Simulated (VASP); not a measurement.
# Be2Ir (P4/mmm) in VASP: further runs

The runs below take Be2Ir through single point, relaxation of cell and atoms, with PBE.

Program: VASP 6.6.1. These are calculated values, not measurements. Logs are shortened: lines on timing, memory, paths and dates and some standing lists are left out, and cuts for length are marked.

## Step 1: The cell of the first run

Symmetry: P4/mmm, No. 123, tetragonal system. Conventional cell: a = 3.723 Å, b = 3.723 Å, c = 2.727 Å, α = 90.00°, β = 90.00°, γ = 90.00°. Be (site symmetry mmm) has 4 Ir at 2.31 Å and 6 Be at 2.63 to 2.73 Å within 3.0 Å. Within 3.0 Å of Ir (site symmetry 4/mmm) lie 8 Be at 2.31 Å and 2 Ir at 2.73 Å.

## Step 2: Single point, PBE

Input file INCAR:

```
SYSTEM = Be2Ir
ALGO = Fast
EDIFF = 1E-7
ENCUT = 520
GGA = PE
ISIF = 2
ISMEAR = 0
LASPH = .TRUE.
LCHARG = .FALSE.
LREAL = .FALSE.
LWAVE = .FALSE.
NBANDS = 14
NELM = 100
PREC = Accurate
SIGMA = 0.1
```

Input file KPOINTS:

```
k-points
0
G
  12 12 16
  0 0 0
```

Input file POSCAR:

```
Be2Ir
1.0
    3.7225488906      0.0000000000      0.0000000000
    0.0000000000      3.7225488906      0.0000000000
    0.0000000000      0.0000000000      2.7265797038
Be Ir
2 1
Direct
    0.5000000000      0.0000000000      0.0000000000
    0.0000000000      0.5000000000      0.0000000000
    0.0000000000      0.0000000000      0.5000000000
```

Potentials or basis: VASP PAW PBE potentials, release 64 (Be, Ir).

On the command line:

```console
$ cat potpaw_PBE.64/Be/POTCAR potpaw_PBE.64/Ir/POTCAR > POTCAR
$ mpirun -np 1 vasp_std > vasp.out
```

OUTCAR:

```text
SYSTEM = Be2Ir
   EDIFF = 1E-7
   ENCUT = 520
   GGA = PE
   ISIF = 2
   ISMEAR = 0
   LASPH = .TRUE.
   LREAL = .FALSE.
   NELM = 100
   PREC = Accurate

 ion  position               nearest neighbor table
   1  0.500  0.000  0.000-   3 2.31   3 2.31   3 2.31   3 2.31
   2  0.000  0.500  0.000-   3 2.31   3 2.31   3 2.31   3 2.31
   3  0.000  0.000  0.500-   1 2.31   2 2.31   1 2.31   2 2.31   2 2.31   2 2.31   1 2.31   1 2.31

  LATTYP: Found a simple tetragonal cell.
 ALAT       =     3.7225488906
 C/A-ratio  =     0.7324496693

  Lattice vectors:

 A1 = (   3.7225488906,   0.0000000000,   0.0000000000)
 A2 = (   0.0000000000,   3.7225488906,   0.0000000000)
 A3 = (   0.0000000000,   0.0000000000,   2.7265797038)

Analysis of symmetry for initial positions (statically):
=====================================================================
 Subroutine PRICEL returns:
 Original cell was already a primitive cell.

 Routine SETGRP: Setting up the symmetry group for a
 simple tetragonal supercell.

 Subroutine GETGRP returns: Found 16 space group operations
 (whereof 16 operations were pure point group operations)
 out of a pool of 16 trial point group operations.

The static configuration has the point symmetry D_4h.

Analysis of symmetry for dynamics (positions and initial velocities):
=====================================================================
 Subroutine PRICEL returns:
 Original cell was already a primitive cell.

 Routine SETGRP: Setting up the symmetry group for a
 simple tetragonal supercell.

 Subroutine GETGRP returns: Found 16 space group operations
 (whereof 16 operations were pure point group operations)
 out of a pool of 16 trial point group operations.

The dynamic configuration has the point symmetry D_4h.

 Subroutine INISYM returns: Found 16 space group operations
 (whereof 16 operations are pure point group operations),
 and found     1 'primitive' translations

----------------------------------------------------------------------------------------

                                     Primitive cell

  volume of cell :      37.7832

  direct lattice vectors                    reciprocal lattice vectors
     3.722548891  0.000000000  0.000000000     0.268633141  0.000000000  0.000000000
     0.000000000  3.722548891  0.000000000     0.000000000  0.268633141  0.000000000
     0.000000000  0.000000000  2.726579704     0.000000000  0.000000000  0.366759864

  length of vectors
     3.722548891  3.722548891  2.726579704     0.268633141  0.268633141  0.366759864
[... 91 lines left out ...]
   POTIM  = 0.5000    time-step for ionic-motion
   TEBEG  =    0.0;   TEEND  =   0.0 temperature during run
   PSTRESS=    0.0 pullay stress
   NELECT =      13.0000    total number of electrons
   NUPDOWN=      -1.0000    fix difference up-down
   EMIN   =  10.00;   EMAX   =-10.00  energy-range for DOS
   EFERMI =   0.00;   METHOD = LEGACY
   ISMEAR =     0;   SIGMA  =   0.10  broadening in eV -4-tet -1-fermi 0-gaus
   EFERMI_NEDOS =   21; number of points for ismear=-14 and -15
   IALGO  =     68    algorithm
   IMIX   =      4    mixing-type and parameters
     AMIX     =   0.40;   BMIX     =  1.00
     AMIX_MAG =   1.60;   BMIX_MAG =  1.00
  volume/ion in A,a.u.               =      12.59        84.99
  Fermi-wavevector in a.u.,A,eV,Ry     =   1.147157  2.167813 17.904855  1.315970
  Thomas-Fermi vector in A             =   2.283838
   LORBIT       =      0    0 simple, 1 ext, 2 COOP (PROOUT), +10 PAW based schemes
   GGA     = PE    functional components
   LHFCALC =     F    Hartree Fock is set to
   AEXX    =    0.0000 exact exchange contribution
   IVDW    =     0    specifies the selected vdW correction
   LEPSILON=     F    determine dielectric tensor
   LRPA    =     F    only Hartree local field effects (RPA)
 non-spin polarized calculation
 RMM-DIIS sequential band-by-band and
 Gauss-broadening in eV      SIGMA  =   0.10
  energy-cutoff  :      520.00
  volume of cell :       37.78
 maximum number of plane-waves:      1048
 NGX is ok and might be reduce to    28
   NGX = 13   NGY = 13   NGZ = 11

 number of electron      13.0000001 magnetization

 Free energy of the ion-electron system (eV)
  ---------------------------------------------------
  ext. energy  EPLUGINS =         0.00000000
  ---------------------------------------------------
  free energy    TOTEN  =       -17.22593787 eV

  energy without entropy =      -17.22230957  energy(sigma->0) =      -17.22412372

 E-fermi :   5.4383     XC(G=0): -10.8372

 val. band max:        5.4326432340   @ k =   0.5000   0.5000   0.5000
 cond. band min:       5.4492275884   @ k =   0.4167   0.0000   0.3750
 fundamental gap:      0.0165843544
 Fermi energy:         5.4383305092

 k-point     1 :       0.0000    0.0000    0.0000
  band No.  band energies     occupation
      1      -3.7049      2.00000
      2       0.7378      2.00000
      3       0.9429      2.00000
      4       3.6318      2.00000
      5       4.7596      2.00000
      6       4.7596      2.00000
      7       5.3855      1.54509
      8       5.3855      1.54509
      9      12.1823      0.00000
     10      12.5765      0.00000
     11      13.6104      0.00000
     12      13.6104      0.00000
     13      14.5713      0.00000
     14      16.3607      0.00000
[... 377 lines left out ...]
      1      -2.0546      2.00000
      2       0.3909      2.00000
      3       1.7288      2.00000
      4       2.2546      2.00000
      5       3.7655      2.00000
      6       4.1392      2.00000
      7       4.2614      2.00000
      8       4.8564      2.00000
      9       8.7495      0.00000
     10      15.3432      0.00000
     11      16.4652      0.00000
     12      17.6657      0.00000
     13      17.7947      0.00000
     14      19.1407      0.00000

 [... further k-points ...]
[... 5 lines left out ...]
  --------------------------------------------------------------------------------------
  -------------------------------------------------------------------------------------
  Total        0.0440839      0.0440839      0.0712782      0.0000000      0.0000000     -0.0000000
  in kB        1.8693539      1.8693539      3.0225156      0.0000000      0.0000000     -0.0000000
  external PRESSURE =       2.2537411 kB  Pullay stress =       0.0000000 kB

 VOLUME and BASIS-vectors are now :
 -----------------------------------------------------------------------------
  energy-cutoff  :      520.00
  volume of cell :       37.78
      direct lattice vectors                 reciprocal lattice vectors
     3.722548891  0.000000000  0.000000000     0.268633141  0.000000000  0.000000000
     0.000000000  3.722548891  0.000000000     0.000000000  0.268633141  0.000000000
     0.000000000  0.000000000  2.726579704     0.000000000  0.000000000  0.366759864

 POSITION                                       TOTAL-FORCE (eV/Angst)
 -----------------------------------------------------------------------------------
      1.86127      0.00000      0.00000         0.000000      0.000000      0.000000
      0.00000      1.86127      0.00000         0.000000      0.000000      0.000000
      0.00000      0.00000      1.36329         0.000000      0.000000      0.000000
 -----------------------------------------------------------------------------------
    total drift:                               -0.000000     -0.000000     -0.000000

  FREE ENERGIE OF THE ION-ELECTRON SYSTEM (eV)
  ---------------------------------------------------
  free  energy   TOTEN  =       -17.2259378662 eV

  energy  without entropy=      -17.2223095700  energy(sigma->0) =      -17.22412372
```

Wall time 2.3 min (1 thread of Intel Xeon 8259CL, shared host); peak memory 0.25 GiB.

What came out:

```yaml
Free_energy: -17.2259 eV
Pressure: 0.2 GPa
Band_gap_on_the_k_mesh: zero (an odd number of electrons rules out a gap without spin polarisation)
```

Stress tensor (GPa, compression positive):
```
0.19 0.00 0.00
0.00 0.19 0.00
0.00 0.00 0.30
```

Caveat: spin-orbit coupling is left out, which moves the levels of the heavy elements.

## Step 3: Relaxation of cell and atoms, PBE

Input file INCAR:

```
ALGO = Fast
EDIFF = 1E-7
EDIFFG = -0.01
ENCUT = 600
GGA = PE
IBRION = 2
ISIF = 3
ISMEAR = 0
LASPH = T
LCHARG = F
LREAL = F
LWAVE = F
NELM = 100
NSW = 100
PREC = Accurate
SIGMA = 0.1
```

Input file KPOINTS:

```
k-points
0
Gamma
  12 12 16
```

Input file POSCAR:

```
Be2Ir
1.0
    3.7210175322      0.0000000000      0.0000000000
    0.0000000000      3.7210175322      0.0000000000
    0.0000000000      0.0000000000      2.7274745628
Be Ir
2 1
Direct
    0.5000000000      0.0000000000      0.0000000000
    0.0000000000      0.5000000000      0.0000000000
    0.0000000000      0.0000000000      0.5000000000
```

Potentials or basis: VASP PAW PBE potentials, release 64 (Be, Ir).

On the command line:

```console
$ cat potpaw_PBE.64/Be/POTCAR potpaw_PBE.64/Ir/POTCAR > POTCAR
$ mpirun -np 1 vasp_std > vasp.out
```

It took 5.5 min on 1 thread of Intel Xeon 8259CL, shared host; peak memory 0.29 GiB.

Results (log left out):

```yaml
Free_energy: -17.2261 eV
Relaxed_volume: 12.61 Å³/atom
Relaxed_cell: a = 3.723 Å, b = 3.723 Å, c = 2.729 Å, α = 90.00°, β = 90.00°, γ = 90.00°
Space_group_after_relaxing_to_0.1_Å: P4/mmm (No. 123)
Energy_gained_by_relaxing: 0.0 meV/atom
Ionic_steps: 3
Pressure_after_relaxing: 0.0 GPa
Band_gap_on_the_k_mesh: zero (an odd number of electrons rules out a gap without spin polarisation)
```

Stress tensor (GPa, compression positive):
```
 0.06  0.00  0.00
 0.00  0.06  0.00
 0.00  0.00 -0.09
```

Final structure:
```
Be Ir
1.0
     3.72322    0.00000    0.00000
     0.00000    3.72322    0.00000
     0.00000    0.00000    2.72900
Be Ir
2 1
Direct
  0.50000 0.00000 0.00000
  0.00000 0.50000 0.00000
  0.00000 0.00000 0.50000
```

Levels at points of the mesh, in eV from the Fermi level:
```
           k point  band 3  band 4  band 5  band 6  band 7  band 8  band 9  band 10
(0.00, 0.00, 0.00)   -4.49   -1.80   -0.68   -0.68   -0.05   -0.05    6.74     7.12
(0.50, 0.00, 0.00)   -4.53   -2.92   -2.07   -1.38   -0.65    1.95    5.18     6.59
(0.50, 0.50, 0.00)   -2.84   -2.84   -2.19   -1.77   -1.33   -1.33    2.80    11.37
(0.00, 0.00, 0.50)   -5.09   -4.08   -3.35   -1.12    2.95    7.20    7.20     7.60
(0.50, 0.00, 0.50)   -4.54   -1.93   -1.58   -0.92   -0.83    3.53    3.65     5.48
(0.50, 0.50, 0.50)   -2.38   -1.20   -1.15   -0.24    0.00    0.00    0.49     5.48
```

Caveat: spin-orbit coupling is left out, which moves the levels of the heavy elements.
